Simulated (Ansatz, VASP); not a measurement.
One calculation of MgS, two programs

The input INCAR:

```
PREC = Accurate ; ENCUT = 520
EDIFF = 1E-6 ; ISMEAR = -1
SIGMA = 0.01 ; LREAL = False
LASPH = True ; NELM = 100
ALGO = Normal ; ISIF = 2
LWAVE = False ; LCHARG = False
GGA = PE ; NBANDS = 11
```

KPOINTS

```
regular mesh
0
Gamma
  8 8 8
```

File POSCAR:

```
MgS
1.0
    0.0780495000      2.6406747500      2.6406747500
    2.6406747500      0.0780495000      2.6406747500
    2.6406747500      2.6406747500      0.0780495000
Mg S
1 1
Direct
    0.0000000000      0.0000000000      0.0000000000
    0.5000000000      0.5000000000      0.5000000000
```

Input for Ansatz:

```yaml
crystal:
  lattice:
    - [0.0780495, 2.64067475, 2.64067475]
    - [2.64067475, 0.0780495, 2.64067475]
    - [2.64067475, 2.64067475, 0.0780495]
  atoms:
    - { symbol: Mg, position: [0.0, 0.0, 0.0] }
    - { symbol: S, position: [0.5, 0.5, 0.5] }
kpoints:
  mp_grid: { grid: [8, 8, 8] }
  band_path:
    path:
      - [0.0, 0.0, 0.0]
      - [0.5, 0.5, 0.5]
      - [0.2428775097, 0.5, 0.7571224903]
      - [-0.2428775097, 0.2428775097, 0.5]
      - [0.0, 0.0, 0.5]
      - [0.0, 0.0, 0.0]
      - [-0.3714387548, 0.0, 0.3714387548]
      - [0.0, 0.3714387548, 0.6285612452]
      - [0.0, 0.5, 0.5]
    npoints: 5
scf:
  occupations: { method: fermi_dirac, width: 0.01 }
hamiltonian:
  xc: pbe
  pseudopotentials: { kind: all_electron, lapw: { basis_error: 0.00025 } }
output:
  forces: true
  stress: true
  eigenvalues: true
```

Change from the starting cell: equal xy, yz and zx shear strains of +3 %.

Alike in both runs: task single point; functional PBE; k mesh 8 × 8 × 8; occupations fermi-dirac, width 0.01 eV; no spin polarisation.

|  | VASP | Ansatz |
| --- | --- | --- |
| version | VASP 6.6.1 | Ansatz 0.2.0 |
| potentials or method | VASP PAW PBE potentials, release 64 (Mg, S), cutoff 520 eV | all-electron LAPW, scalar-relativistic |

```csv
,VASP,Ansatz,Ansatz less VASP
gap on the k mesh at the Fermi level (eV),2.60,2.61,+0.011
pressure (GPa),0.9,1.2,+0.29
"traceless stress, the component that is largest in VASP (GPa)",-1.72,-1.72,+0.002
```

Ansatz ran all-electron here, and VASP with PAW potentials.
